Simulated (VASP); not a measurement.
Wanted: the native input for a VASP 6.6.1 run.

```
Task                   : single point
Functional             : PBE
Potentials or basis    : VASP PAW PBE potentials, release 64 (Sn_d, O)
Cutoff                 : 520 eV
k mesh                 : 9 × 9 × 9
Occupations            : fermi-dirac, width 0.05 eV
Spin                   : no spin polarisation
Dipole correction      : no
Further INCAR settings : ALGO = Normal; EDIFF = 1e-07; NBANDS = 20
```

The structure of SnO2 lies in POSCAR:

```
SnO2
1.0
    0.0000000000      2.5741500000      2.5741500000
    2.5741500000      0.0000000000      2.5741500000
    2.5741500000      2.5741500000      0.0000000000
Sn O
1 2
Direct
    0.0000000000      0.0000000000      0.0000000000
    0.7500000000      0.7500000000      0.7500000000
    0.2500000000      0.2500000000      0.2500000000
```

These files were run (other wordings do the same):

INCAR

```
SYSTEM = SnO2
ALGO = Normal
EDIFF = 1E-7
ENCUT = 520
GGA = PE
ISIF = 2
ISMEAR = -1
LASPH = .TRUE.
LCHARG = .FALSE.
LREAL = .FALSE.
LWAVE = .FALSE.
NBANDS = 20
NELM = 80
PREC = Accurate
SIGMA = 0.05
```

KPOINTS

```
k-points
0
G
  9 9 9
  0 0 0
```

Potentials or basis: VASP PAW PBE potentials, release 64 (Sn_d, O).

Run with:

```sh
$ cat potpaw_PBE.64/Sn_d/POTCAR potpaw_PBE.64/O/POTCAR > POTCAR
$ mpirun -np 1 vasp_std > vasp.out
```

It gave:

| Property | Result |
| --- | --- |
| Pressure | 0.1 GPa |
| Band gap on the k mesh | zero (band 13 reaches 7.27 eV, above the bottom of band 14 at 7.16 eV) |

Caveat: spin-orbit coupling is left out, which moves the levels of the heavy elements.

It took 23 s on 1 thread of Intel(R) Xeon(R) Platinum 8259CL CPU @ 2.50GHz (Skylake/Cascade Lake), on a shared host, peak memory 0.16 GiB.
